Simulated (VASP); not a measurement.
Si:

```
Si
1.0
     0.00000    2.71535    2.71535
     2.71535    0.00000    2.71535
     2.71535    2.71535    0.00000
Si
2
Direct
  0.00000 0.00000 0.00000
  0.25000 0.25000 0.25000
```

Base run:

* Program: VASP 6.6.1
* Functional: PBEsol
* Potentials or basis: VASP PAW PBE potentials, release 64 (Si)
* Cutoff: 400 eV
* k mesh: 14 × 14 × 14
* Occupations: fermi-dirac, width 0.02 eV
* Spin: no spin polarisation

Its results: band gap on the k mesh 0.46 eV (least direct gap 2.52 eV); pressure 0.3 GPa.

Q: The run is repeated on the same cell with these changes: functional from PBEsol to r2SCAN; cutoff from 400 eV to 440 eV. What comes out?

A: Band gap on the k mesh 0.77 eV (least direct gap 2.76 eV); pressure 0.5 GPa.

Caveats: semilocal functionals underestimate gaps, and a narrow one can read as zero; the PAW data sets were made with another functional, which shifts forces and pressure a little.

A k mesh can miss the band edges.
